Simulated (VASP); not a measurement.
# Si3C4 (P-3m1) in VASP: further runs, part 2 of 2

VASP 6.6.1.

## 3. Relaxation of cell and atoms, PBE

The input, INCAR:

```
SYSTEM = Si3C4
ALGO = Normal ; EDIFF = 1E-6
EDIFFG = -0.01 ; ENCUT = 600
GGA = PE ; IBRION = 2
ISIF = 3 ; ISMEAR = 0
LASPH = .True. ; LCHARG = .False.
LREAL = .False. ; LWAVE = .False.
NELM = 100 ; NSW = 100
PREC = Accurate ; SIGMA = 0.1
```

The input, KPOINTS:

```
k-points
0
Gamma
  12 12 4
  0 0 0
```

The input, POSCAR:

```
Si3C4
1.0
    3.0029435301      0.0000000000      0.0000000000
   -1.5014717650      2.6006253832      0.0000000000
    0.0000000000      0.0000000000      8.8960158907
Si C
3 4
Direct
    0.0000000000      0.0000000000      0.5000000000
    0.6666666667      0.3333333333      0.1733582416
    0.3333333333      0.6666666667      0.8266417584
    0.0000000000      0.0000000000      0.0854439370
    0.3333333333      0.6666666667      0.6215753717
    0.0000000000      0.0000000000      0.9145560630
    0.6666666667      0.3333333333      0.3784246283
```

Potentials or basis: VASP PAW PBE potentials, release 64 (Si, C).

The run is started by

```bash
cat potpaw_PBE.64/Si/POTCAR potpaw_PBE.64/C/POTCAR > POTCAR
mpirun -np 1 vasp_std > vasp.out
```

OUTCAR:

```text
SYSTEM = Si3C4
   EDIFF = 1E-6
   EDIFFG = -0.01
   ENCUT = 600
   GGA = PE
   IBRION = 2
   ISIF = 3
   ISMEAR = 0
   LASPH = .True.
   LREAL = .False.
   NELM = 100
   NSW = 100
   PREC = Accurate

 ion  position               nearest neighbor table
   1  0.000  0.000  0.500-   5 2.04   7 2.04   5 2.04   7 2.04   7 2.04   5 2.04
   2  0.667  0.333  0.173-   7 1.82   4 1.90   4 1.90   4 1.90
   3  0.333  0.667  0.827-   5 1.82   6 1.90   6 1.90   6 1.90
   4  0.000  0.000  0.085-   6 1.52   2 1.90   2 1.90   2 1.90
   5  0.333  0.667  0.622-   3 1.82   1 2.04   1 2.04   1 2.04
   6  0.000  0.000  0.915-   4 1.52   3 1.90   3 1.90   3 1.90
   7  0.667  0.333  0.378-   2 1.82   1 2.04   1 2.04   1 2.04

  LATTYP: Found a hexagonal cell.
 ALAT       =     3.0029435301
 C/A-ratio  =     2.9624319610

  Lattice vectors:

 A1 = (   3.0029435301,   0.0000000000,   0.0000000000)
 A2 = (  -1.5014717650,   2.6006253832,   0.0000000000)
 A3 = (   0.0000000000,   0.0000000000,   8.8960158907)

Analysis of symmetry for initial positions (statically):
=====================================================================
 Subroutine PRICEL returns:
 Original cell was already a primitive cell.

 Routine SETGRP: Setting up the symmetry group for a
 hexagonal supercell.

 Subroutine GETGRP returns: Found 12 space group operations
 (whereof 12 operations were pure point group operations)
 out of a pool of 24 trial point group operations.

The static configuration has the point symmetry D_3d.

Analysis of symmetry for dynamics (positions and initial velocities):
=====================================================================
 Subroutine PRICEL returns:
 Original cell was already a primitive cell.

 Routine SETGRP: Setting up the symmetry group for a
 hexagonal supercell.

 Subroutine GETGRP returns: Found 12 space group operations
 (whereof 12 operations were pure point group operations)
 out of a pool of 24 trial point group operations.

The dynamic configuration has the point symmetry D_3d.

 Subroutine INISYM returns: Found 12 space group operations
 (whereof 12 operations are pure point group operations),
 and found     1 'primitive' translations

----------------------------------------------------------------------------------------

                                     Primitive cell

  volume of cell :      69.4737

  direct lattice vectors                    reciprocal lattice vectors
     3.002943530  0.000000000  0.000000000     0.333006595  0.192261447  0.000000000
    -1.501471765  2.600625383  0.000000000     0.000000000  0.384522895  0.000000000
     0.000000000  0.000000000  8.896015891     0.000000000  0.000000000  0.112409871

  length of vectors
     3.002943530  3.002943530  8.896015891     0.384522895  0.384522895  0.112409871

  position of ions in fractional coordinates (direct lattice)
     0.000000000  0.000000000  0.500000000
     0.666666667  0.333333333  0.173358242
     0.333333333  0.666666667  0.826641758
     0.000000000  0.000000000  0.085443937
     0.333333333  0.666666667  0.621575372
     0.000000000  0.000000000  0.914556063
     0.666666667  0.333333333  0.378424628

[... 60 lines left out ...]
  0.166667  0.000000  0.250000      6.000000
  0.000000  0.166667  0.250000      6.000000
 [... further k-points ...]
   k-points           NKPTS =     69   k-points in BZ     NKDIM =     69   number of bands    NBANDS=     18
   number of dos      NEDOS =    301   number of ions     NIONS =      7
   total plane-waves  NPLWV =  41472
   dimension x,y,z NGX =    24 NGY =   24 NGZ =   72
   dimension x,y,z NGXF=    48 NGYF=   48 NGZF=  144
   ions per type =               3   4
   NGX,Y,Z   is equivalent  to a cutoff of  13.29, 13.29, 13.46 a.u.
   NGXF,Y,Z  is equivalent  to a cutoff of  26.57, 26.57, 26.91 a.u.
 SYSTEM =  Si3C4
   PREC   = accura    normal or accurate (medium, high low for compatibility)
   ISTART =      0    job   : 0-new  1-cont  2-samecut
   ICHARG =      2    charge: 1-file 2-atom 10-const
   ISPIN  =      1    spin polarized calculation?
   LNONCOLLINEAR =      F non collinear calculations
   LSORBIT =      F    spin-orbit coupling
   LASPH  =      T    aspherical Exc in radial PAW
   ENCUT  =  600.0 eV  44.10 Ry    6.64 a.u.   6.00  6.00 17.77*2*pi/ulx,y,z
   NELM   =    100;   NELMIN=  2; NELMDL= -5     # of ELM steps
   EDIFF  = 0.1E-05   stopping-criterion for ELM
   LREAL  =      F    real-space projection
   EDIFFG = -.1E-01   stopping-criterion for IOM
   NSW    =    100    number of steps for IOM
   IBRION =      2    ionic relax: 0-MD 1-quasi-New 2-CG
   NFREE  =      1    steps in history (QN), initial steepest desc. (CG)
   ISIF   =      3    stress and relaxation
   ISYM   =      2    0-nonsym 1-usesym 2-fastsym
   POTIM  = 0.5000    time-step for ionic-motion
   TEBEG  =    0.0;   TEEND  =   0.0 temperature during run
   PSTRESS=    0.0 pullay stress
   NELECT =      28.0000    total number of electrons
   NUPDOWN=      -1.0000    fix difference up-down
   EMIN   =  10.00;   EMAX   =-10.00  energy-range for DOS
   EFERMI =   0.00;   METHOD = LEGACY
   ISMEAR =     0;   SIGMA  =   0.10  broadening in eV -4-tet -1-fermi 0-gaus
   EFERMI_NEDOS =   21; number of points for ismear=-14 and -15
   IALGO  =     38    algorithm
   IMIX   =      4    mixing-type and parameters
     AMIX     =   0.40;   BMIX     =  1.00
     AMIX_MAG =   1.60;   BMIX_MAG =  1.00
  volume/ion in A,a.u.               =       9.92        66.98
  Fermi-wavevector in a.u.,A,eV,Ry     =   1.209263  2.285175 19.896022  1.462316
  Thomas-Fermi vector in A             =   2.344845
   LORBIT       =      0    0 simple, 1 ext, 2 COOP (PROOUT), +10 PAW based schemes
   GGA     = PE    functional components
   LHFCALC =     F    Hartree Fock is set to
   AEXX    =    0.0000 exact exchange contribution
   IVDW    =     0    specifies the selected vdW correction
   LEPSILON=     F    determine dielectric tensor
   LRPA    =     F    only Hartree local field effects (RPA)
 conjugate gradient relaxation of ions
 non-spin polarized calculation
 Gauss-broadening in eV      SIGMA  =   0.10
  energy-cutoff  :      600.00
  volume of cell :       69.47
 maximum number of plane-waves:      2346
   NGX = 11   NGY = 11   NGZ = 35

--------------------------------------- Ionic step        1  -------------------------------------------

 number of electron      27.9999996 magnetization

 Free energy of the ion-electron system (eV)
  ---------------------------------------------------
  ext. energy  EPLUGINS =         0.00000000
  ---------------------------------------------------
  free energy    TOTEN  =       -50.12208411 eV

  energy without entropy =      -50.11119950  energy(sigma->0) =      -50.11664181

------------------------ aborting loop because EDIFF is reached ----------------------------------------

  FORCE on cell =-STRESS in cart. coord.  units (eV):
  Direction    XX          YY          ZZ          XY          YZ          ZX
  --------------------------------------------------------------------------------------
  -------------------------------------------------------------------------------------
  Total       -0.0858904     -0.0858904      0.0702284     -0.0000000      0.0000000     -0.0000000
  in kB       -1.9807724     -1.9807724      1.6195812     -0.0000000      0.0000000     -0.0000000
  external PRESSURE =      -0.7806546 kB  Pullay stress =       0.0000000 kB
[... 192 lines left out ...]
--------------------------------------- Ionic step        6  -------------------------------------------

 number of electron      27.9999996 magnetization

 Free energy of the ion-electron system (eV)
  ---------------------------------------------------
  ext. energy  EPLUGINS =         0.00000000
  ---------------------------------------------------
  free energy    TOTEN  =       -50.12373476 eV

  energy without entropy =      -50.11267446  energy(sigma->0) =      -50.11820461

 E-fermi :   8.2043     XC(G=0): -11.4860

 val. band max:        8.1859350694   @ k =  -0.0833   0.2500   0.2500
 cond. band min:       8.2133408307   @ k =   0.0833   0.0000   0.0000
 fundamental gap:      0.0274057612
 Fermi energy:         8.2042744864

 k-point     1 :       0.0000    0.0000    0.0000
  band No.  band energies     occupation
      1      -8.4703      2.00000
      2      -6.5664      2.00000
      3      -5.7658      2.00000
      4      -2.2657      2.00000
      5      -0.7774      2.00000
      6       4.1110      2.00000
[... 481 lines left out ...]
      5       0.4398      2.00000
      6       3.2798      2.00000
[... 10 lines left out ...]
     17      13.8624      0.00000
     18      14.4799      0.00000

 [... further k-points ...]

------------------------ aborting loop because EDIFF is reached ----------------------------------------

  FORCE on cell =-STRESS in cart. coord.  units (eV):
  Direction    XX          YY          ZZ          XY          YZ          ZX
  --------------------------------------------------------------------------------------
  -------------------------------------------------------------------------------------
  Total       -0.0287401     -0.0287401     -0.0120840     -0.0000000      0.0000000      0.0000000
  in kB       -0.6626309     -0.6626309     -0.2786093     -0.0000000      0.0000000      0.0000000
  external PRESSURE =      -0.5346237 kB  Pullay stress =       0.0000000 kB
[... 22 lines left out ...]
  FREE ENERGIE OF THE ION-ELECTRON SYSTEM (eV)
  ---------------------------------------------------
  free  energy   TOTEN  =       -50.1237347557 eV

  energy  without entropy=      -50.1126744552  energy(sigma->0) =      -50.11820461

 reached required accuracy - stopping structural energy minimisation
```

Run time: 4.2 min. Hardware: 1 thread of Intel Xeon Platinum 8375C at 2.90GHz (Ice Lake), shared host; peak memory 0.24 GiB.

What came out:

```yaml
Free_energy: -50.1237 eV
Relaxed_volume: 9.93 Å³/atom
Relaxed_cell: a = 3.004 Å, b = 3.004 Å, c = 8.892 Å, α = 90.00°, β = 90.00°, γ = 120.00°
Space_group_after_relaxing_to_0.1_Å: P-3m1 (No. 164)
Energy_gained_by_relaxing: 0.2 meV/atom
Ionic_steps: 6
Pressure_after_relaxing: -0.1 GPa
Largest_force_after_relaxing: 0.005 eV/Å
Band_gap_on_the_k_mesh: zero (bands 14 and 15 overlap by 2.94 eV)
```

Forces in eV/Å, atoms in the order of the input:
```
Si   0.000  0.000  0.000
Si   0.000  0.000  0.002
Si   0.000  0.000 -0.002
C    0.000  0.000  0.001
C    0.000  0.000  0.005
C    0.000  0.000 -0.001
C    0.000  0.000 -0.005
```

The path:
```tsv
step	energy change (eV)	largest force (eV/Å)	pressure (GPa)	volume (Å³)
1	0.0000	0.1690	-0.08	69.47
2	-0.0001	0.1535	0.05	69.43
3	-0.0014	0.0509	-0.02	69.45
4	-0.0016	0.0145	0.15	69.43
5	-0.0016	0.0148	0.11	69.44
6	-0.0017	0.0052	-0.05	69.49
```

Final structure:
```
Si C
1.0
     3.00395    0.00000    0.00000
    -1.50197    2.60150    0.00000
     0.00000    0.00000    8.89224
Si C
3 4
Direct
  0.00000 0.00000 0.50000
  0.66667 0.33333 0.17265
  0.33333 0.66667 0.82735
  0.00000 0.00000 0.08597
  0.33333 0.66667 0.62166
  0.00000 0.00000 0.91403
  0.66667 0.33333 0.37834
```

Levels at points of the mesh, in eV from the Fermi level:
```tsv
k point	band 12	band 13	band 14	band 15	band 16	band 17
(0.00, 0.00, 0.00)	0.93	0.93	1.01	1.01	4.56	5.21
(0.50, 0.00, 0.00)	-1.94	-1.33	-1.31	0.82	2.45	3.43
(0.00, 0.00, 0.50)	0.48	0.48	1.26	1.26	4.58	4.60
(0.50, 0.00, 0.50)	-2.23	-2.01	-0.80	0.46	2.04	2.77
```
